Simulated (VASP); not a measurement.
# SrO in VASP: further runs

SrO is run at these levels: PBE; tasks: single point.

All numbers are computed with VASP 6.6.1; they aren't measurements. Logs are shortened: lines on timing, memory, paths and dates and some standing lists are left out, and cuts for length are marked.

## 1. The cell of the first run

The structure is trigonal, space group R3m (No. 160). Conventional cell: a = 3.949 Å, b = 3.949 Å, c = 9.634 Å, α = 90.00°, β = 90.00°, γ = 120.00°. Within 3.2 Å of Sr (site symmetry 3m) lie 4 O at 2.41 to 2.42 Å. O (site symmetry 3m) has 4 Sr at 2.41 to 2.42 Å within 3.2 Å.

## 2. Single point, PBE (strain along [111] -0.4%)

INCAR

```
SYSTEM = SrO
  PREC = Accurate
  ENCUT = 520
  EDIFF = 1E-7
  ISMEAR = -1
  SIGMA = 0.02
  LREAL = .False.
  LASPH = .True.
  NELM = 80
  ALGO = Normal
  ISIF = 2
  LWAVE = .False.
  LCHARG = .False.
  GGA = PE
  NBANDS = 15
```

KPOINTS

```
Automatic mesh
0
Gamma
  8 8 8
  0 0 0
```

POSCAR

```
SrO
1.0
   -0.0074460814      2.7848344294      2.7848344294
    2.7848344294     -0.0074460814      2.7848344294
    2.7848344294      2.7848344294     -0.0074460814
Sr O
1 1
Direct
   -0.0002431778     -0.0002431778     -0.0002431778
    0.2502431778      0.2502431778      0.2502431778
```

Potentials or basis: VASP PAW PBE potentials, release 64 (Sr_sv, O).

Run with:

```
> cat potpaw_PBE.64/Sr_sv/POTCAR potpaw_PBE.64/O/POTCAR > POTCAR
> mpirun -np 1 vasp_std > vasp.out
```

OUTCAR:

```text
SYSTEM = SrO
   PREC = Accurate
   ENCUT = 520
   EDIFF = 1E-7
   ISMEAR = -1
   LREAL = .False.
   LASPH = .True.
   NELM = 80
   ISIF = 2
   GGA = PE

 ion  position               nearest neighbor table
   1  1.000  1.000  1.000-   2 2.41   2 2.42   2 2.42   2 2.42
   2  0.250  0.250  0.250-   1 2.41   1 2.42   1 2.42   1 2.42

  LATTYP: Found a trigonal (rhomboedric) cell.
 ALAT       =     3.9383576580
 COS(alpha) =     0.4973244255

  Lattice vectors:

 A1 = (  -0.0074460814,   2.7848344294,   2.7848344294)
 A2 = (   2.7848344294,  -0.0074460814,   2.7848344294)
 A3 = (   2.7848344294,   2.7848344294,  -0.0074460814)

Analysis of symmetry for initial positions (statically):
=====================================================================
 Subroutine PRICEL returns:
 Original cell was already a primitive cell.

 Routine SETGRP: Setting up the symmetry group for a
 trigonal (rhombohedral) supercell.

 Subroutine GETGRP returns: Found  6 space group operations
 (whereof  6 operations were pure point group operations)
 out of a pool of 12 trial point group operations.

The static configuration has the point symmetry C_3v.

Analysis of symmetry for dynamics (positions and initial velocities):
=====================================================================
 Subroutine PRICEL returns:
 Original cell was already a primitive cell.

 Routine SETGRP: Setting up the symmetry group for a
 trigonal (rhombohedral) supercell.

 Subroutine GETGRP returns: Found  6 space group operations
 (whereof  6 operations were pure point group operations)
 out of a pool of 12 trial point group operations.

The dynamic configuration has the point symmetry C_3v.

 Subroutine INISYM returns: Found  6 space group operations
 (whereof  6 operations are pure point group operations),
 and found     1 'primitive' translations

----------------------------------------------------------------------------------------

                                     Primitive cell

  volume of cell :      43.3677

  direct lattice vectors                    reciprocal lattice vectors
    -0.007446081  2.784834429  2.784834429    -0.178825392  0.179304816  0.179304816
     2.784834429 -0.007446081  2.784834429     0.179304816 -0.178825392  0.179304816
     2.784834429  2.784834429 -0.007446081     0.179304816  0.179304816 -0.178825392

  length of vectors
     3.938357658  3.938357658  3.938357658     0.310288503  0.310288503  0.310288503

  position of ions in fractional coordinates (direct lattice)
     0.999756822  0.999756822  0.999756822
     0.250243178  0.250243178  0.250243178
[... 83 lines left out ...]
   ISIF   =      2    stress and relaxation
   ISYM   =      2    0-nonsym 1-usesym 2-fastsym
   POTIM  = 0.5000    time-step for ionic-motion
   TEBEG  =    0.0;   TEEND  =   0.0 temperature during run
   PSTRESS=    0.0 pullay stress
   NELECT =      16.0000    total number of electrons
   NUPDOWN=      -1.0000    fix difference up-down
   EMIN   =  10.00;   EMAX   =-10.00  energy-range for DOS
   EFERMI =   0.00;   METHOD = LEGACY
   ISMEAR =    -1;   SIGMA  =   0.02  broadening in eV -4-tet -1-fermi 0-gaus
   EFERMI_NEDOS =   21; number of points for ismear=-14 and -15
   IALGO  =     38    algorithm
   IMIX   =      4    mixing-type and parameters
     AMIX     =   0.40;   BMIX     =  1.00
     AMIX_MAG =   1.60;   BMIX_MAG =  1.00
  volume/ion in A,a.u.               =      21.68       146.33
  Fermi-wavevector in a.u.,A,eV,Ry     =   1.174157  2.218834 18.757585  1.378644
  Thomas-Fermi vector in A             =   2.310558
   LORBIT       =      0    0 simple, 1 ext, 2 COOP (PROOUT), +10 PAW based schemes
   GGA     = PE    functional components
   LHFCALC =     F    Hartree Fock is set to
   AEXX    =    0.0000 exact exchange contribution
   IVDW    =     0    specifies the selected vdW correction
   LEPSILON=     F    determine dielectric tensor
   LRPA    =     F    only Hartree local field effects (RPA)
 non-spin polarized calculation
  energy-cutoff  :      520.00
  volume of cell :       43.37
 maximum number of plane-waves:      1211
 NGX is ok and might be reduce to    30
   NGX = 15   NGY = 15   NGZ = 15

 number of electron      16.0000001 magnetization

 Free energy of the ion-electron system (eV)
  ---------------------------------------------------
  ext. energy  EPLUGINS =         0.00000000
  ---------------------------------------------------
  free energy    TOTEN  =       -11.75946389 eV

  energy without entropy =      -11.75946389  energy(sigma->0) =      -11.75946389

 E-fermi :   0.8077     XC(G=0):  -8.6408

 val. band max:        0.3035602552   @ k =  -0.2500   0.5000   0.2500
 cond. band min:       2.8390293293   @ k =   0.0000   0.0000   0.0000
 fundamental gap:      2.5354690741
 Fermi energy:         0.8077407829

 k-point     1 :       0.0000    0.0000    0.0000
  band No.  band energies     occupation
      1     -31.8964      2.00000
      2     -14.4798      2.00000
      3     -13.7846      2.00000
      4     -13.7846      2.00000
      5     -13.7838      2.00000
      6      -0.5557      2.00000
      7      -0.5557      2.00000
      8      -0.5441      2.00000
      9       2.8390      0.00000
     10       8.3637      0.00000
     11       8.3637      0.00000
     12       9.7020      0.00000
     13       9.7020      0.00000
     14       9.7113      0.00000
[... 401 lines left out ...]
      2     -15.5169      2.00000
      3     -13.9384      2.00000
      4     -13.8360      2.00000
      5     -12.8499      2.00000
      6      -0.6612      2.00000
      7      -0.3245      2.00000
      8      -0.2738      2.00000
      9       4.9625      0.00000
     10       7.3229      0.00000
     11       7.5295      0.00000
     12       8.9381      0.00000
     13      10.4680      0.00000
     14      10.6505      0.00000
     15      12.4664      0.00000

 [... further k-points ...]
[... 5 lines left out ...]
  --------------------------------------------------------------------------------------
  -------------------------------------------------------------------------------------
  Total        0.4598006      0.4598006      0.4598006      0.0184258      0.0184258      0.0184258
  in kB       16.9868818     16.9868818     16.9868818      0.6807239      0.6807239      0.6807239
  external PRESSURE =      16.9868818 kB  Pullay stress =       0.0000000 kB

 VOLUME and BASIS-vectors are now :
 -----------------------------------------------------------------------------
  energy-cutoff  :      520.00
  volume of cell :       43.37
      direct lattice vectors                 reciprocal lattice vectors
    -0.007446081  2.784834429  2.784834429    -0.178825392  0.179304816  0.179304816
     2.784834429 -0.007446081  2.784834429     0.179304816 -0.178825392  0.179304816
     2.784834429  2.784834429 -0.007446081     0.179304816  0.179304816 -0.178825392

 POSITION                                       TOTAL-FORCE (eV/Angst)
 -----------------------------------------------------------------------------------
      5.56087      5.56087      5.56087         0.000018      0.000018      0.000018
      1.39191      1.39191      1.39191        -0.000018     -0.000018     -0.000018
 -----------------------------------------------------------------------------------
    total drift:                                0.000020      0.000020      0.000020

  FREE ENERGIE OF THE ION-ELECTRON SYSTEM (eV)
  ---------------------------------------------------
  free  energy   TOTEN  =       -11.7594638860 eV

  energy  without entropy=      -11.7594638860  energy(sigma->0) =      -11.75946389
```

stdout:

```text
POSCAR found type information on POSCAR SrO
 POSCAR found :  2 types and       2 ions
 scaLAPACK will be used
 LDA part: xc-table for (Slater+PW92), standard interpolation
 POSCAR, INCAR and KPOINTS ok, starting setup
 FFT: planning ... GRIDC
 FFT: planning ... GRID_SOFT
 FFT: planning ... GRID
 WAVECAR not read
 entering main loop
```

Wall time 22 s (1 thread of Intel Xeon 6975P-C, shared host); peak memory 0.2 GiB.

Results:

- Free energy: -11.7595 eV
- Pressure: 1.7 GPa
- Band gap on the k mesh: 2.54 eV, indirect (least direct gap 3.38 eV)

Caveat: the cell differs from its parent crystal (strain along [111] -0.4%). A k mesh can miss the band edges.

## 3. Single point, PBE (shear xy strain +1.2%)

INCAR

```
ALGO = Normal ; EDIFF = 1E-6
ENCUT = 520 ; GGA = PE
ISIF = 2 ; ISMEAR = -1
LASPH = True ; LCHARG = False
LREAL = False ; LWAVE = False
NBANDS = 15 ; NELM = 80
PREC = Accurate ; SIGMA = 0.02
```

KPOINTS

```
k-points
0
Gamma
  8 8 8
```

POSCAR

```
SrO
1.0
    0.0164744550      2.7922805108      2.7922805108
    2.7922805108      0.0164744550      2.7922805108
    2.8087549658      2.8087549658      0.0000000000
Sr O
1 1
Direct
    0.0010612561      0.0010612561     -0.0010612561
    0.2489387439      0.2489387439      0.2510612561
```

Potentials or basis: VASP PAW PBE potentials, release 64 (Sr_sv, O).

Run with:

```
> cat potpaw_PBE.64/Sr_sv/POTCAR potpaw_PBE.64/O/POTCAR > POTCAR
> mpirun -np 1 vasp_std > vasp.out
```

Run time: 66 s. Hardware: 1 thread of Intel Xeon 6975P-C, shared host; peak memory 0.21 GiB.

Results (log left out):

```yaml
Free_energy: -11.7608 eV
Pressure: 1.4 GPa
Band_gap_on_the_k_mesh: 2.52 eV, indirect (least direct gap 3.35 eV)
```

Stress tensor (GPa, compression positive):
```
 1.43 -0.31  0.00
-0.31  1.43  0.00
 0.00  0.00  1.43
```

Levels at points of the mesh, in eV from the valence-band top:
```csv
k point,band 4,band 5,band 6,band 7,band 8,band 9,band 10,band 11,band 12,band 13
"(0.00, 0.00, 0.00)",-14.10,-14.10,-0.86,-0.85,-0.83,2.52,8.04,8.05,9.36,9.38
"(0.50, 0.00, 0.00)",-14.19,-13.08,-0.70,-0.54,-0.54,5.29,7.15,7.54,7.68,9.88
"(0.50, 0.50, 0.00)",-14.32,-12.74,-1.42,-0.01,-0.01,4.57,5.74,9.63,9.94,9.96
"(0.00, 0.00, 0.50)",-14.19,-13.05,-0.73,-0.53,-0.52,5.27,7.14,7.55,7.68,9.85
"(0.50, 0.00, 0.50)",-14.33,-12.74,-1.42,-0.01,-0.01,4.57,5.74,9.63,9.95,9.95
```

Caveat: the cell differs from its parent crystal (shear xy strain +1.2%). A k mesh can miss the band edges.
